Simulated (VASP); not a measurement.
EuOs:

```
Eu Os
1.0
     3.45609    0.00000    0.00000
     0.00000    3.45609    0.00000
     0.00000    0.00000    3.45609
Eu Os
1 1
Direct
  0.00000 0.00000 0.00000
  0.50000 0.50000 0.50000
```

Base run:

| Property | Result |
| --- | --- |
| Program | VASP 6.6.1 |
| Functional | PBEsol |
| Potentials or basis | VASP PAW PBE potentials, release 64 (Eu, Os) |
| Cutoff | 520 eV |
| k mesh | 10 × 10 × 10 |
| Occupations | gaussian, width 0.05 eV |
| Spin | collinear spin, ferromagnetic start |
| Starting moments | [7.01, 0.0] μB |

Its results: pressure -5.9 GPa; net moment 5.80 μB per cell; site moments Eu +6.25; Os -0.71 μB.

Q: The run is repeated on the same cell with these changes: functional from PBEsol to LDA; further incar settings from ALGO = Normal; EDIFF = 1e-06; NBANDS = 24 to ALGO = Normal; EDIFF = 1e-07; NBANDS = 24. What comes out?

A: Pressure -9.0 GPa; net moment 5.89 μB per cell; site moments Eu +6.24; Os -0.58 μB.

Caveats: the PAW data sets were made with another functional, which shifts forces and pressure a little.
